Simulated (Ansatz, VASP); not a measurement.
NaI: VASP beside Ansatz

```xyz
2
Lattice="0.0000 3.2297 3.2297 3.2297 0.0000 3.2297 3.2297 3.2297 0.0000" Properties=species:S:1:pos:R:3 pbc="T T T"
Na    0.0000    0.0000    0.0000
I     3.2297    3.2297    3.2297
```

Alike in both runs: task single point; functional r2SCAN; k mesh 8 × 8 × 8; no spin polarisation.

|  | VASP | Ansatz |
| --- | --- | --- |
| version | VASP 6.6.1 | Ansatz 0.2.0 |
| potentials or method | VASP PAW PBE potentials, release 64 (Na_pv, I) | plane waves, PAW |
| plane-wave cutoff (eV) | 520 | 500 |
| occupations | gaussian, width 0.01 eV | fixed |
| valence electrons in the cell | 14 | 26 |

Ansatz gave:

```
gap on the k mesh at the Fermi level (eV) : 4.45
pressure (GPa)                            : 0.0
```

Problem. Which values does VASP return?

Solution. gap on the k mesh at the Fermi level (eV): 4.46; pressure (GPa): -0.1.

VASP's potentials were made for PBE, not for r2SCAN. VASP's potentials hold 14 valence electrons a cell and Ansatz's 26, so a difference there can come from the potentials and not from the codes.

Spin-orbit coupling is off throughout.
